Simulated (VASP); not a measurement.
Set up this calculation in VASP 6.6.1, as the native input.

```
Task                   : single point
Functional             : RPBE
Dispersion             : D3(BJ)
Potentials or basis    : VASP PAW PBE potentials, release 64 (Mo_sv, Si)
Cutoff                 : 520 eV
k mesh                 : 12 × 12 × 12
Occupations            : fermi-dirac, width 0.05 eV
Spin                   : no spin polarisation
Dipole correction      : no
Further INCAR settings : ALGO = Normal; EDIFF = 1e-07; NBANDS = 18
```

The structure of Si2Mo lies in POSCAR:

```
Si2Mo
1.0
   -1.5182922718      1.5182922718      3.7899088566
    1.5182922718     -1.5182922718      3.7899088566
    1.5182922718      1.5182922718     -3.7899088566
Mo Si
1 2
Direct
    0.0000000000      0.0000000000      0.0000000000
    0.6674218879      0.6674218879      0.0000000000
    0.3325781121      0.3325781121      0.0000000000
```

One way to write it, as run:

INCAR

```
SYSTEM = Si2Mo
  PREC = Accurate
  ENCUT = 520
  EDIFF = 1E-7
  ISMEAR = -1
  SIGMA = 0.05
  LREAL = .FALSE.
  LASPH = .TRUE.
  NELM = 60
  ALGO = Normal
  ISIF = 2
  LWAVE = .FALSE.
  LCHARG = .FALSE.
  GGA = RP
  IVDW = 12
  NBANDS = 18
```

KPOINTS

```
regular mesh
0
G
  12 12 12
  0 0 0
```

Potentials or basis: VASP PAW PBE potentials, release 64 (Mo_sv, Si).

The run is started by

```sh
$ cat potpaw_PBE.64/Mo_sv/POTCAR potpaw_PBE.64/Si/POTCAR > POTCAR
$ mpirun -np 1 vasp_std > vasp.out
```

Results of the run:

The pressure is -0.2 GPa. The largest force is 0.015 eV/Å, the band gap on the k mesh is zero (bands 11 and 12 overlap by 1.09 eV) and the dispersion energy per atom is -3.379 eV.

Caveat: the dispersion term is far too large for a dense solid, which distorts pressure and volume; the PAW data sets were made with another functional, which shifts forces and pressure a little.

Run time: 2.3 min on 1 thread of Intel Xeon 8259CL, on a shared host, peak memory 0.26 GiB.
